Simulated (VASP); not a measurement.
# Ta5W in VASP: notebook, part 2 of 2

VASP 6.6.1. Earlier steps stand in the parts before.

### 4 Single point, PBE

File INCAR:

```
ALGO = Normal
DIPOL = 0.5 0.5 0.500
EDIFF = 1E-7
ENCUT = 520
GGA = PE
IDIPOL = 3
ISIF = 2
ISMEAR = -1
LASPH = T
LCHARG = T
LDIPOL = T
LELF = T
LREAL = F
LVACPOTAV = T
LVHAR = T
LWAVE = F
NBANDS = 44
NELM = 80
PREC = Accurate
SIGMA = 0.08
```

File KPOINTS:

```
k-points
0
Gamma
  12 12 1
```

File POSCAR:

```
Ta5W
1.0
    3.3195547167      0.0000000000      0.0000000000
    0.0000000000      3.3195547167      0.0000000000
    0.0000000000      0.0000000000     24.2989000000
W Ta
1 5
Direct
    0.2500000000      0.2500000000      0.3367527524
    0.7500000000      0.7500000000      0.3967757330
    0.2500000000      0.2500000000      0.4643958235
    0.7500000000      0.7500000000      0.5356042204
    0.2500000000      0.2500000000      0.6032242507
    0.7500000000      0.7500000000      0.6632472199
```

Potentials or basis: VASP PAW PBE potentials, release 64 (W_sv, Ta_pv).

Started as:

```
$ cat potpaw_PBE.64/W_sv/POTCAR potpaw_PBE.64/Ta_pv/POTCAR > POTCAR
$ mpirun -np 1 vasp_std > vasp.out
```

OUTCAR:

```text
EDIFF = 1E-7
   ENCUT = 520
   GGA = PE
   ISIF = 2
   ISMEAR = -1
   LASPH = T
   LREAL = F
   NELM = 80
   PREC = Accurate

 ion  position               nearest neighbor table
   1  0.250  0.250  0.337-   2 2.76   2 2.76   2 2.76   2 2.76   3 3.10
   2  0.750  0.750  0.397-   1 2.76   1 2.76   1 2.76   1 2.76   3 2.87   3 2.87   3 2.87   3 2.87
                             4 3.37
   3  0.250  0.250  0.464-   2 2.87   2 2.87   2 2.87   2 2.87   4 2.92   4 2.92   4 2.92   4 2.92
                             1 3.10   5 3.37
   4  0.750  0.750  0.536-   5 2.87   5 2.87   5 2.87   5 2.87   3 2.92   3 2.92   3 2.92   3 2.92
                             6 3.10   2 3.37
   5  0.250  0.250  0.603-   6 2.76   6 2.76   6 2.76   6 2.76   4 2.87   4 2.87   4 2.87   4 2.87
                             3 3.37
   6  0.750  0.750  0.663-   5 2.76   5 2.76   5 2.76   5 2.76   4 3.10

  LATTYP: Found a simple tetragonal cell.
 ALAT       =     3.3195547167
 C/A-ratio  =     7.3199275426

  Lattice vectors:

 A1 = (   3.3195547167,   0.0000000000,   0.0000000000)
 A2 = (   0.0000000000,   3.3195547167,   0.0000000000)
 A3 = (   0.0000000000,   0.0000000000,  24.2989000000)

Analysis of symmetry for initial positions (statically):
=====================================================================
 Subroutine PRICEL returns:
[... 189 lines left out ...]
 fundamental gap:      0.0168877356
 Fermi energy:         0.3645904323

 k-point     1 :       0.0000    0.0000    0.0000
  band No.  band energies     occupation
      1     -73.5295      2.00000
      2     -37.8046      2.00000
      3     -37.6312      2.00000
      4     -37.6312      2.00000
      5     -34.3207      2.00000
      6     -34.1571      2.00000
[... 1117 lines left out ...]
     43       4.0141      0.00000
     44       4.0536      0.00000

 [... further k-points ...]
[... 5 lines left out ...]
  --------------------------------------------------------------------------------------
  -------------------------------------------------------------------------------------
  Total       -4.0908644     -4.0908644     -2.0196912      0.0000000      0.0000000      0.0000000
  in kB      -24.4781951    -24.4781951    -12.0850730      0.0000000      0.0000000      0.0000000
  external PRESSURE =     -20.3471544 kB  Pullay stress =       0.0000000 kB

 VOLUME and BASIS-vectors are now :
 -----------------------------------------------------------------------------
  energy-cutoff  :      520.00
  volume of cell :      267.76
      direct lattice vectors                 reciprocal lattice vectors
     3.319554717  0.000000000  0.000000000     0.301245223  0.000000000  0.000000000
     0.000000000  3.319554717  0.000000000     0.000000000  0.301245223  0.000000000
     0.000000000  0.000000000 24.298900000     0.000000000  0.000000000  0.041154126

 POSITION                                       TOTAL-FORCE (eV/Angst)
 -----------------------------------------------------------------------------------
      0.82989      0.82989      8.18272        -0.000000      0.000000      1.263787
      2.48967      2.48967      9.64121         0.000000     -0.000000     -1.280169
      0.82989      0.82989     11.28431         0.000000     -0.000000      0.033031
      2.48967      2.48967     13.01459        -0.000000      0.000000      0.073996
      0.82989      0.82989     14.65769        -0.000000     -0.000000     -0.101545
      2.48967      2.48967     16.11618         0.000000     -0.000000      0.010901
 -----------------------------------------------------------------------------------
    total drift:                                0.000000      0.000000      0.000024

  FREE ENERGIE OF THE ION-ELECTRON SYSTEM (eV)
  ---------------------------------------------------
  free  energy   TOTEN  =       -67.8661814164 eV

  energy  without entropy=      -67.7121560962  energy(sigma->0) =      -67.78916876

 vacuum level on the upper side and lower side of the slab         4.151         4.333
```

OSZICAR:

```text
N       E                     dE             d eps       ncg     rms          rms(c)
DAV:   1     0.624005133034E+03    0.62401E+03   -0.39888E+04  3136   0.141E+03
DAV:   2    -0.471570684418E+02   -0.67116E+03   -0.65654E+03  2888   0.401E+02
DAV:   3    -0.738654442472E+02   -0.26708E+02   -0.25824E+02  3072   0.727E+01
[... 27 lines left out ...]
DAV:  31    -0.678661789658E+02   -0.40471E-05   -0.34721E-07  1996   0.192E-03    0.725E-04
DAV:  32    -0.678661802094E+02   -0.12436E-05   -0.12923E-07  1960   0.101E-03    0.471E-04
DAV:  33    -0.678661810953E+02   -0.88591E-06   -0.10779E-07  1916   0.888E-04    0.231E-04
DAV:  34    -0.678661813354E+02   -0.24010E-06   -0.39257E-08  1840   0.474E-04    0.148E-04
DAV:  35    -0.678661814164E+02   -0.81053E-07   -0.15089E-08  1740   0.297E-04
   1 F= -.67866181E+02 E0= -.67789169E+02  d E =-.154025E+00
```

Wall time 32 min (1 thread of Intel Xeon 8259CL, shared host); peak memory 0.56 GiB.

What came out:

```yaml
Free_energy: -67.8662 eV
Largest_force: 1.280 eV/Å
Band_gap_on_the_k_mesh: zero (an odd number of electrons rules out a gap without spin polarisation)
```

Forces on the atoms (eV/Å):
```
W    0.000  0.000  1.264
Ta   0.000  0.000 -1.280
Ta   0.000  0.000  0.033
Ta   0.000  0.000  0.074
Ta   0.000  0.000 -0.102
Ta   0.000  0.000  0.011
```

Levels at points of the mesh, in eV from the Fermi level:
| k point | band 32 | band 33 | band 34 | band 35 | band 36 | band 37 |
| --- | --- | --- | --- | --- | --- | --- |
| (0.00, 0.00, 0.00) | 0.16 | 0.23 | 0.23 | 0.46 | 0.46 | 0.58 |
| (0.50, 0.00, 0.00) | -1.03 | -0.85 | 0.18 | 0.19 | 0.32 | 0.51 |
| (0.50, 0.50, 0.00) | -1.06 | -1.06 | 0.11 | 0.11 | 1.80 | 1.89 |

Caveat: spin-orbit coupling is left out, which moves the levels of the heavy elements.
